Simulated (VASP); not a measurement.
# KF (R-3m) in VASP: a series of runs

The runs below take KF through single point, with LDA.

Everything below comes from runs of VASP 6.6.1. Logs are shortened: lines on timing, memory, paths and dates and some standing lists are left out, and cuts for length are marked.

### Step 1. The cell of the first run

Symmetry: R-3m, No. 166, trigonal system. Conventional cell: a = 3.589 Å, b = 3.589 Å, c = 8.514 Å, α = 90.00°, β = 90.00°, γ = 120.00°. Within 3.3 Å of K (site symmetry -3m) lie 6 F at 2.51 Å. F (site symmetry -3m) has 6 K at 2.51 Å within 3.3 Å.

### Step 2. Single point, LDA

File INCAR:

```
SYSTEM = KF
PREC = Accurate
ENCUT = 520
EDIFF = 1E-7
ISMEAR = 0
SIGMA = 0.05
LREAL = .FALSE.
LASPH = .TRUE.
NELM = 100
ALGO = Normal
ISIF = 2
LWAVE = .FALSE.
LCHARG = .FALSE.
NBANDS = 15
```

File KPOINTS:

```
regular mesh
0
G
  8 8 8
  0 0 0
```

File POSCAR:

```
KF
1.0
   -0.0534663265      2.4844922106      2.4844922106
    2.4844922106     -0.0534663265      2.4844922106
    2.4844922106      2.4844922106     -0.0534663265
K F
1 1
Direct
    0.0000000000      0.0000000000      0.0000000000
    0.5000000000      0.5000000000      0.5000000000
```

Potentials or basis: VASP PAW LDA potentials, release 64 (K_sv, F).

Started as:

```bash
$ cat potpaw_LDA.64/K_sv/POTCAR potpaw_LDA.64/F/POTCAR > POTCAR
$ mpirun -np 1 vasp_std > vasp.out
```

OUTCAR:

```text
SYSTEM = KF
   PREC = Accurate
   ENCUT = 520
   EDIFF = 1E-7
   ISMEAR = 0
   LREAL = .FALSE.
   LASPH = .TRUE.
   NELM = 100
   ISIF = 2

 ion  position               nearest neighbor table
   1  0.000  0.000  0.000-   2 2.51   2 2.51   2 2.51   2 2.51   2 2.51   2 2.51
   2  0.500  0.500  0.500-   1 2.51   1 2.51   1 2.51   1 2.51   1 2.51   1 2.51

  LATTYP: Found a trigonal (rhomboedric) cell.
 ALAT       =     3.5140093536
 COS(alpha) =     0.4783692091

  Lattice vectors:

 A1 = (  -0.0534663265,   2.4844922106,   2.4844922106)
 A2 = (   2.4844922106,  -0.0534663265,   2.4844922106)
 A3 = (   2.4844922106,   2.4844922106,  -0.0534663265)

Analysis of symmetry for initial positions (statically):
=====================================================================
 Subroutine PRICEL returns:
 Original cell was already a primitive cell.

 Routine SETGRP: Setting up the symmetry group for a
 trigonal (rhombohedral) supercell.

 Subroutine GETGRP returns: Found 12 space group operations
 (whereof 12 operations were pure point group operations)
 out of a pool of 12 trial point group operations.

The static configuration has the point symmetry D_3d.

Analysis of symmetry for dynamics (positions and initial velocities):
=====================================================================
 Subroutine PRICEL returns:
 Original cell was already a primitive cell.

 Routine SETGRP: Setting up the symmetry group for a
 trigonal (rhombohedral) supercell.

 Subroutine GETGRP returns: Found 12 space group operations
 (whereof 12 operations were pure point group operations)
 out of a pool of 12 trial point group operations.

The dynamic configuration has the point symmetry D_3d.

 Subroutine INISYM returns: Found 12 space group operations
 (whereof 12 operations are pure point group operations),
 and found     1 'primitive' translations

----------------------------------------------------------------------------------------

                                     Primitive cell

  volume of cell :      31.6620

  direct lattice vectors                    reciprocal lattice vectors
    -0.053466327  2.484492211  2.484492211    -0.194865861  0.199151608  0.199151608
     2.484492211 -0.053466327  2.484492211     0.199151608 -0.194865861  0.199151608
     2.484492211  2.484492211 -0.053466327     0.199151608  0.199151608 -0.194865861

  length of vectors
     3.514009354  3.514009354  3.514009354     0.342484204  0.342484204  0.342484204

  position of ions in fractional coordinates (direct lattice)
     0.000000000  0.000000000  0.000000000
     0.500000000  0.500000000  0.500000000

  ion indices of the primitive-cell ions
   primitive index   ion index
                 1           1
                 2           2

----------------------------------------------------------------------------------------

 KPOINTS: regular mesh

Automatic generation of k-mesh.
 Grid dimensions read from file:
 generate k-points for:    8    8    8

 Generating k-lattice:

  Cartesian coordinates                     Fractional coordinates (reciprocal lattice)
    -0.024358233  0.024893951  0.024893951     0.125000000  0.000000000 -0.000000000
     0.024893951 -0.024358233  0.024893951     0.000000000  0.125000000 -0.000000000
     0.024893951  0.024893951 -0.024358233     0.000000000  0.000000000  0.125000000

  Length of vectors
     0.042810525  0.042810525  0.042810525

  Shift w.r.t. Gamma in fractional coordinates (k-lattice)
     0.000000000  0.000000000  0.000000000

 Subroutine IBZKPT returns following result:
 ===========================================

 Found     65 irreducible k-points:

 Following reciprocal coordinates:
            Coordinates               Weight
  0.000000  0.000000  0.000000      1.000000
  0.125000  0.000000 -0.000000      6.000000
  0.250000  0.000000 -0.000000      6.000000
  0.375000 -0.000000 -0.000000      6.000000
  0.500000  0.000000 -0.000000      3.000000
  0.125000  0.125000 -0.000000      6.000000
[... 16 lines left out ...]
  0.250000  0.125000  0.125000      6.000000
  0.375000  0.125000  0.125000      6.000000
 [... further k-points ...]
   k-points           NKPTS =     65   k-points in BZ     NKDIM =     65   number of bands    NBANDS=     15
   number of dos      NEDOS =    301   number of ions     NIONS =      2
   total plane-waves  NPLWV =  21952
   dimension x,y,z NGX =    28 NGY =   28 NGZ =   28
   dimension x,y,z NGXF=    56 NGYF=   56 NGZF=   56
   ions per type =               1   1
   NGX,Y,Z   is equivalent  to a cutoff of  13.25, 13.25, 13.25 a.u.
   NGXF,Y,Z  is equivalent  to a cutoff of  26.49, 26.49, 26.49 a.u.
 SYSTEM =  KF
   PREC   = accura    normal or accurate (medium, high low for compatibility)
   ISTART =      0    job   : 0-new  1-cont  2-samecut
   ICHARG =      2    charge: 1-file 2-atom 10-const
   ISPIN  =      1    spin polarized calculation?
   LNONCOLLINEAR =      F non collinear calculations
[... 33 lines left out ...]
   LEPSILON=     F    determine dielectric tensor
   LRPA    =     F    only Hartree local field effects (RPA)
 non-spin polarized calculation
 Gauss-broadening in eV      SIGMA  =   0.05
  energy-cutoff  :      520.00
  volume of cell :       31.66
 maximum number of plane-waves:       881
 NGX is ok and might be reduce to    28
   NGX = 13   NGY = 13   NGZ = 13

 number of electron      15.9999996 magnetization

 Free energy of the ion-electron system (eV)
  ---------------------------------------------------
  ext. energy  EPLUGINS =         0.00000000
  ---------------------------------------------------
  free energy    TOTEN  =        -9.02631573 eV

  energy without entropy =       -9.02631573  energy(sigma->0) =       -9.02631573

 E-fermi :  -2.2618     XC(G=0): -10.0211

 val. band max:       -2.6021255974   @ k =   0.5000   0.5000  -0.0000
 cond. band min:       4.2175510653   @ k =   0.0000   0.0000   0.0000
 fundamental gap:      6.8196766627
 Fermi energy:        -2.2618292174

 k-point     1 :       0.0000    0.0000    0.0000
  band No.  band energies     occupation
      1     -27.8625      2.00000
      2     -20.9353      2.00000
      3     -11.1369      2.00000
      4     -11.1369      2.00000
      5     -11.0952      2.00000
      6      -2.6351      2.00000
      7      -2.6351      2.00000
      8      -2.6120      2.00000
      9       4.2176      0.00000
     10       8.1978      0.00000
     11       8.1978      0.00000
     12       8.6134      0.00000
     13      10.3618      0.00000
     14      10.3618      0.00000
     15      14.9082      0.00000

 k-point     2 :       0.1250    0.0000   -0.0000
  band No.  band energies     occupation
      1     -27.8282      2.00000
      2     -20.9744      2.00000
      3     -11.1898      2.00000
      4     -11.1406      2.00000
      5     -11.1084      2.00000
      6      -2.8270      2.00000
      7      -2.7238      2.00000
      8      -2.6964      2.00000
      9       4.7253      0.00000
     10       7.9765      0.00000
     11       8.4469      0.00000
     12       8.8352      0.00000
     13      10.5768      0.00000
     14      10.5823      0.00000
     15      15.8323      0.00000

 k-point     3 :       0.2500    0.0000   -0.0000
  band No.  band energies     occupation
      1     -27.7434      2.00000
      2     -21.0711      2.00000
      3     -11.3264      2.00000
      4     -11.1489      2.00000
      5     -11.1291      2.00000
      6      -3.2341      2.00000
      7      -2.9311      2.00000
      8      -2.8875      2.00000
      9       5.9111      0.00000
     10       7.7352      0.00000
     11       9.0850      0.00000
     12       9.4812      0.00000
     13      11.1937      0.00000
     14      11.2258      0.00000
     15      17.4195      0.00000
[... 343 lines left out ...]
 k-point    23 :       0.2500    0.1250    0.1250
  band No.  band energies     occupation
      1     -27.7729      2.00000
      2     -21.0232      2.00000
      3     -11.2547      2.00000
      4     -11.2298      2.00000
      5     -11.1149      2.00000
      6      -3.1220      2.00000
      7      -2.9256      2.00000
      8      -2.6590      2.00000
      9       5.4792      0.00000
     10       7.6719      0.00000
     11       8.7518      0.00000
     12       9.3350      0.00000
     13      10.8593      0.00000
     14      10.9080      0.00000
     15      17.1971      0.00000

 k-point    24 :       0.3750    0.1250    0.1250
  band No.  band energies     occupation
      1     -27.6884      2.00000
      2     -21.1090      2.00000
      3     -11.4137      2.00000
      4     -11.2943      2.00000
      5     -11.1240      2.00000
      6      -3.4285      2.00000
      7      -3.1162      2.00000
      8      -2.7545      2.00000
      9       6.5652      0.00000
     10       7.5308      0.00000
     11       9.4173      0.00000
     12       9.9961      0.00000
     13      11.4811      0.00000
     14      11.8410      0.00000
     15      17.5195      0.00000

 [... further k-points ...]

------------------------ aborting loop because EDIFF is reached ----------------------------------------

  FORCE on cell =-STRESS in cart. coord.  units (eV):
  Direction    XX          YY          ZZ          XY          YZ          ZX
  --------------------------------------------------------------------------------------
  -------------------------------------------------------------------------------------
  Total        0.9545717      0.9545717      0.9545717      0.0387825      0.0387825      0.0387825
  in kB       48.3037424     48.3037424     48.3037424      1.9624905      1.9624905      1.9624905
  external PRESSURE =      48.3037424 kB  Pullay stress =       0.0000000 kB

 VOLUME and BASIS-vectors are now :
 -----------------------------------------------------------------------------
  energy-cutoff  :      520.00
  volume of cell :       31.66
      direct lattice vectors                 reciprocal lattice vectors
    -0.053466327  2.484492211  2.484492211    -0.194865861  0.199151608  0.199151608
     2.484492211 -0.053466327  2.484492211     0.199151608 -0.194865861  0.199151608
     2.484492211  2.484492211 -0.053466327     0.199151608  0.199151608 -0.194865861

 POSITION                                       TOTAL-FORCE (eV/Angst)
 -----------------------------------------------------------------------------------
      0.00000      0.00000      0.00000        -0.000000     -0.000000     -0.000000
      2.45776      2.45776      2.45776         0.000000      0.000000      0.000000
 -----------------------------------------------------------------------------------
    total drift:                                0.000000      0.000000      0.000000

  FREE ENERGIE OF THE ION-ELECTRON SYSTEM (eV)
  ---------------------------------------------------
  free  energy   TOTEN  =        -9.0263157271 eV

  energy  without entropy=       -9.0263157271  energy(sigma->0) =       -9.02631573
```

It took 22 s on 1 thread of Intel Xeon Platinum 8488C (Sapphire Rapids), shared host; peak memory 0.16 GiB.

Results:

* Free energy: -9.0263 eV
* Pressure: 4.8 GPa
* Band gap on the k mesh: 6.82 eV, indirect (least direct gap 6.83 eV)

Stress tensor (GPa, compression positive):
```
4.83 0.20 0.20
0.20 4.83 0.20
0.20 0.20 4.83
```

A hybrid or GW would open this gap; LDA tends to underestimate it.

### Step 3. Single point, LDA

This run uses another cell than the first one, of 16.38 Å³/atom, 1.035 times its volume.

File INCAR:

```
SYSTEM = KF
PREC = Accurate
ENCUT = 520
EDIFF = 1E-6
ISMEAR = 0
SIGMA = 0.05
LREAL = .FALSE.
LASPH = .TRUE.
NELM = 60
ALGO = Normal
ISIF = 2
LWAVE = .FALSE.
LCHARG = .TRUE.
LELF = .TRUE.
LVHAR = .TRUE.
NBANDS = 15
```

KPOINTS is that of step 2.

File POSCAR:

```
KF
1.0
   -0.0808657476      2.4999559839      2.4999559839
    2.4999559839     -0.0808657476      2.4999559839
    2.4999559839      2.4999559839     -0.0808657476
K F
1 1
Direct
    0.0000000000      0.0000000000      0.0000000000
    0.5000000000      0.5000000000      0.5000000000
```

Potentials or basis: VASP PAW LDA potentials, release 64 (K_sv, F).

Started as:

```bash
$ cat potpaw_LDA.64/K_sv/POTCAR potpaw_LDA.64/F/POTCAR > POTCAR
$ mpirun -np 1 vasp_std > vasp.out
```

Wall time 28 s (1 thread of Intel Xeon Platinum 8488C (Sapphire Rapids), shared host); peak memory 0.16 GiB.

It converged, with:

```yaml
Free_energy: -9.0516 eV
Pressure: 2.7 GPa
Band_gap_on_the_k_mesh: 6.60 eV, direct
```

Stress tensor (GPa, compression positive):
```
2.66 0.33 0.33
0.33 2.66 0.33
0.33 0.33 2.66
```

Levels at points of the mesh, in eV from the valence-band top:
```csv
k point,band 4,band 5,band 6,band 7,band 8,band 9,band 10,band 11,band 12,band 13
"(0.00, 0.00, 0.00)",-8.65,-8.60,-0.04,-0.04,0.00,6.60,10.65,10.65,11.27,12.84
"(0.50, 0.00, 0.00)",-8.67,-8.66,-1.07,-0.57,-0.47,9.33,11.31,12.36,12.91,15.20
"(0.50, 0.50, 0.00)",-9.04,-8.96,-0.12,-0.04,-0.01,7.92,10.94,12.63,14.32,15.14
"(0.50, 0.50, 0.50)",-8.72,-8.72,-1.08,-0.62,-0.62,9.46,11.51,12.73,12.73,15.36
```

A k mesh can miss the band edges.

### Step 4. Single point, LDA

This run uses another cell than the first one, of 16.38 Å³/atom, 1.035 times its volume.

File INCAR:

```
PREC     = Accurate       # precision mode
ENCUT    = 520            # plane-wave cutoff, eV
EDIFF    = 1E-6           # SCF threshold, eV
ISMEAR   = 0              # smearing method
SIGMA    = 0.05           # smearing width, eV
LREAL    = False          # projectors in reciprocal space
LASPH    = True           # aspherical terms in the spheres
NELM     = 60             # most SCF steps
ALGO     = Normal         # electronic algorithm
ISIF     = 2              # what is computed and relaxed
LWAVE    = False          # write WAVECAR
LCHARG   = False          # write CHGCAR
GGA      = CA             # functional
NBANDS   = 15             # bands
```

File KPOINTS:

```
Automatic mesh
0
Gamma
  8 8 8
```

File POSCAR:

```
KF
1.0
    0.0272826362      2.5534526579      2.5534526579
    2.5534526579      0.0272826362      2.5534526579
    2.5534526579      2.5534526579      0.0272826362
K F
1 1
Direct
    0.0000000000      0.0000000000      0.0000000000
    0.5000000000      0.5000000000      0.5000000000
```

Started as:

```bash
$ cat potpaw_LDA.64/K_sv/POTCAR potpaw_LDA.64/F/POTCAR > POTCAR
$ mpirun -np 1 vasp_std > vasp.out
```

Wall time 21 s (1 thread of Intel Xeon Platinum 8488C (Sapphire Rapids), shared host); peak memory 0.16 GiB.

The run converged. Its results:

| Quantity | Value |
| --- | --- |
| Free energy | -9.0545 eV |
| Pressure | 2.7 GPa |
| Band gap on the k mesh | 6.63 eV, direct |

Stress tensor (GPa, compression positive):
```
 2.72 -0.13 -0.13
-0.13  2.72 -0.13
-0.13 -0.13  2.72
```

Levels at points of the mesh, in eV from the valence-band top:
```tsv
k point	band 5	band 6	band 7	band 8	band 9	band 10	band 11	band 12
(0.00, 0.00, 0.00)	-8.60	-0.01	0.00	0.00	6.63	10.76	10.95	10.95
(0.50, 0.00, 0.00)	-8.65	-1.05	-0.55	-0.52	9.41	11.40	12.61	12.78
(0.50, 0.50, 0.00)	-8.96	-0.09	-0.01	0.00	7.95	10.99	12.64	14.39
(0.50, 0.50, 0.50)	-8.64	-1.04	-0.50	-0.50	9.36	11.33	12.66	12.66
```

### Step 5. Single point, LDA

This run uses another cell than the first one, of 16.38 Å³/atom, 1.035 times its volume.

File INCAR:

```
SYSTEM = KF
ALGO = Normal ; EDIFF = 1E-7
ENCUT = 520 ; ISIF = 2
ISMEAR = 0 ; LASPH = .True.
LCHARG = .False. ; LREAL = .False.
LWAVE = .False. ; NBANDS = 15
NELM = 60 ; PREC = Accurate
SIGMA = 0.05
```

File KPOINTS:

```
k-points
0
Gamma
  8 8 8
  0 0 0
```

File POSCAR:

```
KF
1.0
   -0.0270654402      2.5262779762      2.5262779762
    2.5262779762     -0.0270654402      2.5262779762
    2.5262779762      2.5262779762     -0.0270654402
K F
1 1
Direct
    0.0000000000      0.0000000000      0.0000000000
    0.5000000000      0.5000000000      0.5000000000
```

Started as:

```bash
$ cat potpaw_LDA.64/K_sv/POTCAR potpaw_LDA.64/F/POTCAR > POTCAR
$ mpirun -np 1 vasp_std > vasp.out
```

It took 23 s on 1 thread of Intel Xeon Platinum 8488C (Sapphire Rapids), shared host; peak memory 0.16 GiB.

It converged, with:

* Free energy: -9.0545 eV
* Pressure: 2.7 GPa
* Band gap on the k mesh: 6.63 eV, direct

Stress tensor (GPa, compression positive):
```
2.72 0.12 0.12
0.12 2.72 0.12
0.12 0.12 2.72
```

Levels at points of the mesh, in eV from the valence-band top:
| k point | band 4 | band 5 | band 6 | band 7 | band 8 | band 9 | band 10 | band 11 | band 12 | band 13 |
| --- | --- | --- | --- | --- | --- | --- | --- | --- | --- | --- |
| (0.00, 0.00, 0.00) | -8.61 | -8.59 | -0.01 | -0.01 | 0.00 | 6.63 | 10.82 | 10.82 | 11.01 | 12.85 |
| (0.50, 0.00, 0.00) | -8.65 | -8.65 | -1.05 | -0.54 | -0.51 | 9.38 | 11.36 | 12.58 | 12.76 | 15.30 |
| (0.50, 0.50, 0.00) | -8.99 | -8.96 | -0.09 | -0.02 | -0.01 | 7.94 | 10.99 | 12.64 | 14.38 | 15.22 |
| (0.50, 0.50, 0.50) | -8.66 | -8.66 | -1.05 | -0.56 | -0.56 | 9.42 | 11.43 | 12.71 | 12.71 | 15.35 |

A k mesh can miss the band edges. Expect the measured gap to be larger: semilocal functionals such as LDA lack the derivative discontinuity.

### Step 6. Single point, LDA

This run uses another cell than the first one, of 16.38 Å³/atom, 1.035 times its volume.

File INCAR:

```
PREC = Accurate
ENCUT = 520
EDIFF = 1E-7
ISMEAR = 0
SIGMA = 0.05
LREAL = F
LASPH = T
NELM = 80
ALGO = Normal
ISIF = 2
LWAVE = F
LCHARG = F
NBANDS = 15
```

File KPOINTS:

```
Automatic mesh
0
Gamma
  8 8 8
```

File POSCAR:

```
KF
1.0
    0.0821444217      2.5814675969      2.5814675969
    2.5814675969      0.0821444217      2.5814675969
    2.5814675969      2.5814675969      0.0821444217
K F
1 1
Direct
    0.0000000000      0.0000000000      0.0000000000
    0.5000000000      0.5000000000      0.5000000000
```

Potentials or basis: VASP PAW LDA potentials, release 64 (K_sv, F).

Started as:

```bash
$ cat potpaw_LDA.64/K_sv/POTCAR potpaw_LDA.64/F/POTCAR > POTCAR
$ mpirun -np 1 vasp_std > vasp.out
```

It took 39 s on 1 thread of Intel Xeon Platinum 8259CL at 2.50GHz (Skylake/Cascade Lake), shared host; peak memory 0.16 GiB.

Results (log left out):

```yaml
Free_energy: -9.0509 eV
Pressure: 2.7 GPa
Band_gap_on_the_k_mesh: 6.61 eV, direct
```

Stress tensor (GPa, compression positive):
```
 2.66 -0.43 -0.43
-0.43  2.66 -0.43
-0.43 -0.43  2.66
```

Levels at points of the mesh, in eV from the valence-band top:
```tsv
k point	band 5	band 6	band 7	band 8	band 9	band 10	band 11	band 12
(0.00, 0.00, 0.00)	-8.61	-0.04	0.00	0.00	6.61	10.50	11.05	11.05
(0.50, 0.00, 0.00)	-8.68	-1.06	-0.61	-0.51	9.40	11.42	12.44	12.95
(0.50, 0.50, 0.00)	-8.96	-0.11	-0.03	-0.01	7.93	10.95	12.64	14.33
(0.50, 0.50, 0.50)	-8.64	-1.05	-0.46	-0.46	9.26	11.22	12.58	12.58
```

A k mesh can miss the band edges. As with any semilocal functional, this LDA gap is likely too small.

### Step 7. Overview

| cell | gap on the mesh (eV) | pressure (GPa) |
| --- | --- | --- |
| a = 3.514 Å, angles 61.4°, 2 atoms | 6.82 | 4.8 |
| a = 3.536 Å, angles 62.1°, 2 atoms | 6.60 | 2.7 |
| a = 3.611 Å, angles 59.3°, 2 atoms | 6.63 | 2.7 |
| a = 3.573 Å, angles 60.7°, 2 atoms | 6.63 | 2.7 |
| a = 3.652 Å, angles 57.9°, 2 atoms | 6.61 | 2.7 |

Alike in all rows: task single point; level LDA; potentials or basis VASP PAW LDA potentials, release 64 (K_sv, F); no spin polarisation; k mesh 8 × 8 × 8; cutoff (eV) 520; smearing gaussian 0.05 eV.

Absolute energies hang on the potentials; compare differences alone.
